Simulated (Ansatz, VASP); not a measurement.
**Two plane-wave programs on Pt**

POSCAR

```
Pt
1.0
    2.7606656158      0.0000000000      0.0000000000
   -1.3803328079      2.3908065546      0.0000000000
    0.0000000000      0.0000000000      5.0317407000
Pt
2
Direct
    0.6666666667      0.3333333333      0.7500000000
    0.3333333333      0.6666666667      0.2500000000
```

File INCAR.step1:

```
SYSTEM = Pt
PREC = Accurate ; ENCUT = 520
ISMEAR = 0 ; SIGMA = 0.15
LREAL = .False. ; LASPH = .True.
NELM = 80 ; NBANDS = 17
GGA = PE ; ALGO = Normal
EDIFF = 1E-4 ; LWAVE = .True.
LCHARG = .False.
```

File INCAR.step2:

```
SYSTEM = Pt
PREC = Accurate ; ENCUT = 520
EDIFF = 1E-6 ; ISMEAR = 0
SIGMA = 0.15 ; LREAL = .False.
LASPH = .True. ; NELM = 80
ALGO = Normal ; ISIF = 2
LWAVE = .False. ; LCHARG = .True.
METAGGA = R2SCAN ; LMIXTAU = .True.
LELF = .True. ; LVHAR = .True.
NBANDS = 17 ; ISTART = 1
```

KPOINTS

```
regular mesh
0
Gamma
  18 18 10
  0 0 0
```

Input for Ansatz:

```yaml
crystal:
  lattice:
    - [2.7606656158, 0.0, 0.0]
    - [-1.3803328079, 2.3908065546, 0.0]
    - [0.0, 0.0, 5.0317407]
  atoms:
    - { symbol: Pt, position: [0.6666666667, 0.3333333333, 0.75] }
    - { symbol: Pt, position: [0.3333333333, 0.6666666667, 0.25] }
basis:
  ecutwfc: 500
kpoints:
  mp_grid: { grid: [18, 18, 10] }
hamiltonian:
  xc: r2scan
scf:
  occupations: { method: gaussian, width: 0.15 }
output:
  forces: true
  stress: true
  eigenvalues: true
  write_density: true
  write_potential: true
  elf: true
  volumetric_format: npy
```

Change from the starting cell: strain +0.000 along x and y, +0.050 along z, atoms carried along.

Alike in both runs: task single point; functional r2SCAN; k mesh 18 × 18 × 10; occupations gaussian, width 0.15 eV; no spin polarisation.

|  | VASP | Ansatz |
| --- | --- | --- |
| version | VASP 6.6.1 | Ansatz 0.2.0 |
| potentials or method | VASP PAW PBE potentials, release 64 (Pt), cutoff 520 eV | scalar-relativistic, plane waves, PAW |
| valence electrons in the cell | 20 | 36 |

|  | VASP | Ansatz | Ansatz less VASP |
| --- | --- | --- | --- |
| gap on the k mesh at the Fermi level (eV) | none | none | - |
| pressure (GPa) | -14.2 | -14.6 | -0.39 |
| traceless stress, the component that is largest in VASP (GPa) | -2.97 | -2.68 | +0.288 |

VASP's potentials were made for PBE, not for r2SCAN. A gap of «none» marks a metal or a gap that the smearing closes. The functional is the same, so the differences come from potentials, cutoffs and numerics. VASP's potentials hold 20 valence electrons a cell and Ansatz's 36, so a difference there can come from the potentials and not from the codes.

Neither program's run includes spin-orbit coupling.
